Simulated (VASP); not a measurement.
Write the native input for VASP 6.6.1 that does the following.

* Task: single point
* Functional: PBEsol
* Potentials or basis: VASP PAW PBE potentials, release 64 (Hf_pv)
* Cutoff: 520 eV
* k mesh: 18 × 18 × 18
* Occupations: gaussian, width 0.15 eV
* Spin: no spin polarisation
* Dipole correction: no
* Further INCAR settings: ALGO = Normal; EDIFF = 1e-07; NBANDS = 11

The structure of Hf lies in POSCAR:

```
Hf
1.0
   -1.8050000000      1.8050000000      1.8501250000
    1.8050000000     -1.8050000000      1.8501250000
    1.8050000000      1.8050000000     -1.8501250000
Hf
1
Direct
    0.0000000000      0.0000000000      0.0000000000
```

This cell differs from its parent crystal: strain +0.0250 x Voigt [0, 0, 1, 0, 0, 0].

The input as run:

INCAR

```
PREC = Accurate
ENCUT = 520
EDIFF = 1E-7
ISMEAR = 0
SIGMA = 0.15
LREAL = False
LASPH = True
NELM = 80
ALGO = Normal
ISIF = 2
LWAVE = False
LCHARG = False
GGA = PS
NBANDS = 11
```

KPOINTS

```
regular mesh
0
Gamma
  18 18 18
```

Potentials or basis: VASP PAW PBE potentials, release 64 (Hf_pv).

Command:

```console
$ cat potpaw_PBE.64/Hf_pv/POTCAR > POTCAR
$ mpirun -np 1 vasp_std > vasp.out
```

It gave:

```
Pressure               : -11.1 GPa
Band gap on the k mesh : zero (bands 5 and 6 overlap by 2.03 eV)
```

Caveat: the cell differs from its parent crystal (strain +0.0250 x Voigt [0, 0, 1, 0, 0, 0]); the cell stands under tension; the PAW data sets were made with another functional, which shifts forces and pressure a little; spin-orbit coupling is left out, which moves the levels of the heavy elements.

Wall time 120 s on 1 thread of Intel Xeon 8259CL, with other jobs on the host, peak memory 0.25 GiB.
